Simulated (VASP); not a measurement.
SiGe3Ru:

```xyz
5
Lattice="4.0045 0.0000 0.0000 0.0000 4.0045 0.0000 0.0000 0.0000 5.0730" Properties=species:S:1:pos:R:3 pbc="T T T"
Si    0.0000    0.0000    0.0000
Ge    0.0000    2.0023    2.5365
Ge    2.0023    0.0000    2.5365
Ge    2.0023    2.0023    0.5459
Ru    2.0023    2.0023    3.3736
```

The cell was generated, and may not be a known phase.

| Property | Result |
| --- | --- |
| Program | VASP 6.6.1 |
| Task | relaxation of cell and atoms |
| Functional | PBE |
| Potentials or basis | VASP PAW PBE potentials, release 64 (Si, Ge_d, Ru_pv) |
| Cutoff | 600 eV |
| k mesh | 4 × 4 × 4 |
| Occupations | gaussian, width 0.1 eV |
| Spin | no spin polarisation |

At the start: pressure 34.3 GPa; volume 16.27 Å³/atom.

Task: Where does the relaxation end?

Result: Over 40 steps the energy falls by 512.8 meV/atom and the volume is 19.91 Å³/atom (+22.4 %); space group P4mm (No. 99, to 0.1 Å) before and after.

The path:
| step | energy change (eV) | largest force (eV/Å) | pressure (GPa) | volume (Å³) |
| --- | --- | --- | --- | --- |
| 1 | 0.0000 | 4.4759 | 34.30 | 81.35 |
| 2 | -0.4569 | 1.6047 | -12.62 | 129.44 |
| 3 | -2.2106 | 0.9695 | -1.83 | 101.62 |
| 4 | -2.2161 | 1.0065 | -1.03 | 100.73 |
| 5 | -2.2168 | 1.0265 | -0.59 | 100.26 |
| 6 | -2.2716 | 0.4504 | -0.99 | 99.62 |
| 7 | -2.2972 | 0.8598 | -1.26 | 98.70 |
| 8 | -2.3310 | 0.6508 | -0.73 | 97.36 |
| 9 | -2.3500 | 0.4650 | 0.17 | 95.59 |
| 10 | -2.3583 | 0.2480 | -0.06 | 95.91 |
| 11 | -2.3600 | 0.2400 | -0.21 | 96.14 |
| 12 | -2.3637 | 0.2505 | -0.11 | 96.02 |
| 13 | -2.3735 | 0.2762 | 0.32 | 95.67 |
| 14 | -2.3875 | 0.3092 | 1.32 | 94.95 |
| 15 | -2.3822 | 0.5567 | 3.76 | 93.51 |
| 16 | -2.3915 | 0.3751 | 2.20 | 94.40 |
| 17 | -2.3926 | 0.3771 | 2.19 | 94.42 |
| 18 | -2.3958 | 0.3830 | 2.20 | 94.47 |
| 19 | -2.4020 | 0.3942 | 2.16 | 94.56 |
| 20 | -2.4139 | 0.4146 | 2.13 | 94.76 |
| 21 | -2.4351 | 0.4459 | 2.08 | 95.14 |
| 22 | -2.4709 | 0.5124 | 2.19 | 95.85 |
| 23 | -2.4994 | 0.5053 | 3.15 | 97.09 |
| 24 | -2.5409 | 0.2452 | 0.28 | 100.51 |
| 25 | -2.5412 | 0.2356 | 0.12 | 100.75 |
| 26 | -2.5469 | 0.2057 | 0.15 | 100.71 |
| 27 | -2.5565 | 0.1079 | 0.21 | 100.57 |
| 28 | -2.5574 | 0.0945 | 0.25 | 100.52 |
| 29 | -2.5574 | 0.1055 | 0.25 | 100.50 |
| 30 | -2.5585 | 0.0716 | -0.15 | 100.95 |
| 31 | -2.5585 | 0.0705 | -0.17 | 100.96 |
| 32 | -2.5590 | 0.0623 | -0.06 | 100.81 |
| 33 | -2.5591 | 0.1238 | 0.08 | 100.64 |
| 34 | -2.5594 | 0.1132 | 0.08 | 100.60 |
| 35 | -2.5602 | 0.0820 | 0.08 | 100.49 |
| 36 | -2.5608 | 0.1232 | 0.06 | 100.28 |
| 37 | -2.5617 | 0.1029 | -0.13 | 100.29 |
| 38 | -2.5624 | 0.0891 | -0.44 | 100.31 |
| 39 | -2.5630 | 0.0764 | -0.36 | 100.13 |
| 40 | -2.5640 | 0.0395 | -0.13 | 99.56 |

Final structure:
```yaml
crystal:
  lattice:
    - [4.16348, 0.00000, 0.00000]
    - [0.00000, 4.16348, 0.00000]
    - [0.00000, 0.00000, 5.74354]
  atoms:
    - { symbol: Si, position: [0.00000, 0.00000, 0.13055] }
    - { symbol: Ge, position: [0.00000, 0.50000, 0.44512] }
    - { symbol: Ge, position: [0.50000, 0.00000, 0.44512] }
    - { symbol: Ge, position: [0.50000, 0.50000, 0.08539] }
    - { symbol: Ru, position: [0.50000, 0.50000, 0.66642] }
```

Caveat: the k points lie up to 0.38 Å⁻¹ apart in the final cell, too coarse for converged energies and pressures of a metal; the volume moved by over 15 % at a fixed basis, so the end points are rough.
